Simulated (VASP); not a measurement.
VSi2: single point with PBE

Crystal: VSi2.

```xyz
6
Lattice="-2.3937 2.3937 4.0137 2.3937 -2.3937 4.0137 2.3937 2.3937 -4.0137" Properties=species:S:1:pos:R:3 pbc="T T T"
V     0.0000    0.0000    0.0000
V     0.0000    2.3937    2.0069
Si    0.0000    0.0000    2.4970
Si    2.3937    0.0000    0.4901
Si    2.3937    0.0000    3.5236
Si    0.0000    0.0000    5.5305
```

```yaml
Program: VASP 6.6.1
Task: single point
Functional: PBE
Potentials_or_basis: VASP PAW PBE potentials, release 64 (V_sv, Si)
Cutoff: 520 eV
k_mesh: 12 × 12 × 12
Occupations: gaussian, width 0.1 eV
Spin: no spin polarisation
```

| Item | Value |
| --- | --- |
| Pressure | 0.0 GPa |
| Largest force | 0.014 eV/Å |
| Band gap on the k mesh | zero (band 21 reaches 9.08 eV, above the bottom of band 22 at 8.41 eV) |

Forces in eV/Å, atoms in the order of the input:
```
V    0.000  0.000  0.000
V    0.000  0.000  0.000
Si   0.000  0.000  0.014
Si   0.000  0.000  0.014
Si   0.000  0.000 -0.014
Si   0.000  0.000 -0.014
```

Stress tensor (GPa, compression positive):
```
0.01 0.00 0.00
0.00 0.01 0.00
0.00 0.00 0.10
```

Levels at points of the mesh, in eV from the Fermi level:
| k point | band 19 | band 20 | band 21 | band 22 | band 23 | band 24 |
| --- | --- | --- | --- | --- | --- | --- |
| (0.00, 0.00, 0.00) | -1.75 | -1.42 | 0.34 | 0.34 | 0.68 | 0.68 |
| (0.50, 0.00, 0.00) | -1.22 | -0.69 | -0.58 | -0.11 | 0.81 | 0.91 |
| (0.50, 0.50, 0.00) | -1.18 | -1.18 | 0.28 | 0.28 | 1.05 | 1.05 |
| (0.50, 0.50, 0.50) | -0.36 | -0.36 | -0.23 | -0.23 | 0.91 | 0.91 |

It took 3.5 min on 1 thread of Intel(R) Xeon(R) 6975P-C (Granite Rapids) (shared host), peak memory 0.5 GiB.
